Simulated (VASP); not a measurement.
A run of VASP 6.6.1 is set up as follows.

Contents of INCAR:

```
SYSTEM = Zr3MoRh
PREC = Accurate
ENCUT = 600
EDIFF = 1E-7
ISMEAR = 0
SIGMA = 0.1
LREAL = .FALSE.
LASPH = .TRUE.
NELM = 60
ALGO = Normal
ISIF = 3
LWAVE = .FALSE.
LCHARG = .FALSE.
GGA = PE
IBRION = 2
NSW = 90
EDIFFG = -0.04
```

File KPOINTS:

```
regular mesh
0
G
  4 4 4
  0 0 0
```

File POSCAR:

```
Zr3MoRh
1.0
    4.1663374226      0.0000000000      0.0000000000
    0.0000000000      4.1663374226      0.0000000000
    0.0000000000      0.0000000000      4.1663374226
Zr Mo Rh
3 1 1
Direct
    0.0000000000      0.5000000000      0.5000000000
    0.5000000000      0.0000000000      0.5000000000
    0.5000000000      0.5000000000      0.0000000000
    0.0000000000      0.0000000000      0.0000000000
    0.5000000000      0.5000000000      0.5000000000
```

Potentials or basis: VASP PAW PBE potentials, release 64 (Zr_sv, Mo_sv, Rh_pv).

Command:

```bash
$ cat potpaw_PBE.64/Zr_sv/POTCAR potpaw_PBE.64/Mo_sv/POTCAR potpaw_PBE.64/Rh_pv/POTCAR > POTCAR
$ mpirun -np 1 vasp_std > vasp.out
```

(1) What does it give for the relaxed cell?

(2) Estimate the band gap on the k mesh.

(3) What does it give for the space group after relaxing (to 0.1 Å)?

(4) What does it give for the relaxed volume?

Answers

(1) a = 4.933 Å, b = 4.933 Å, c = 4.933 Å, α = 90.00°, β = 90.00°, γ = 90.00°.

(2) zero (an odd number of electrons rules out a gap without spin polarisation).

(3) Pm-3m (No. 221).

(4) 24.00 Å³/atom.

Caveat: the k points lie up to 0.32 Å⁻¹ apart in the final cell, too coarse for converged energies and pressures of a metal; the volume moved by over 15 % at a fixed basis, so the end points are rough.
